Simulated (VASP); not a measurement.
Re:

```
Re
1.0
     2.73919    0.00000    0.00000
    -1.36959    2.37221    0.00000
     0.00000    0.00000    4.41187
Re
2
Direct
  0.33333 0.66667 0.25000
  0.66667 0.33333 0.75000
```

Base run:

* Program: VASP 6.6.1
* Functional: LDA
* Potentials or basis: VASP PAW LDA potentials, release 64 (Re_sv_GW)
* Cutoff: 560 eV
* k mesh: 13 × 13 × 7
* Occupations: fermi-dirac, width 1 eV
* Spin: no spin polarisation

Its results: band gap on the k mesh zero (bands 15 and 16 overlap by 3.00 eV); pressure 19.6 GPa.

Task: The run is repeated on the same cell with these changes: occupations from fermi-dirac, width 1 eV to fermi-dirac, width 0.1 eV. What comes out?

Result: Band gap on the k mesh zero (bands 15 and 16 overlap by 3.05 eV); pressure 0.0 GPa.

Caveats: spin-orbit coupling is left out, which moves the levels of the heavy elements; the cell stands under pressure (at least some runs); so wide a smearing shifts energies and pressures (at least some runs).
